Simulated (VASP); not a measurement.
# Dy3C: single point with PBE

Dy3C:

```
Dy C
1.0
     5.81119    0.00000    0.00000
    -2.90559    5.03264    0.00000
     0.00000    0.00000    3.13249
Dy C
3 1
Direct
  0.50000 0.00000 0.50000
  0.00000 0.50000 0.50000
  0.50000 0.50000 0.50000
  0.00000 0.00000 0.00000
```

The cell was built from a structure type or drawn by symmetry, and may not be a known phase.

```json
{
 "Program": "VASP 6.6.1",
 "Task": "single point",
 "Functional": "PBE",
 "Potentials or basis": "VASP PAW PBE potentials, release 64 (Dy_3, C), 4f in core",
 "Cutoff": "600 eV",
 "k mesh": "5 × 5 × 4",
 "Occupations": "gaussian, width 0.2 eV",
 "Spin": "no spin polarisation"
}
```

- Pressure: 0.5 GPa
- Band gap on the k mesh: zero (an odd number of electrons rules out a gap without spin polarisation)

Stress tensor (GPa, compression positive):
```
0.64 0.00 0.00
0.00 0.64 0.00
0.00 0.00 0.14
```

Levels at points of the mesh, in eV from the Fermi level:
```csv
k point,band 12,band 13,band 14,band 15,band 16,band 17,band 18,band 19
"(0.00, 0.00, 0.00)",-1.42,-1.25,-1.25,-0.98,-0.98,0.26,0.26,1.09
"(0.00, 0.00, 0.50)",-2.89,-2.33,-2.33,-2.13,0.01,0.01,2.10,2.91
```

Run time: 32 s on 1 thread of AMD EPYC 9R45 96-Core Processor (Zen 5), on a shared host, peak memory 0.22 GiB.

Caveat: the k points lie up to 0.50 Å⁻¹ apart, too coarse for converged energies and pressures of a metal; spin-orbit coupling is left out, which moves the levels of the heavy elements; the 4f electrons are frozen in the core, so they carry no moment and show no levels. Spin polarisation is off, so any magnetic state and its effect on volume and gap are missing.
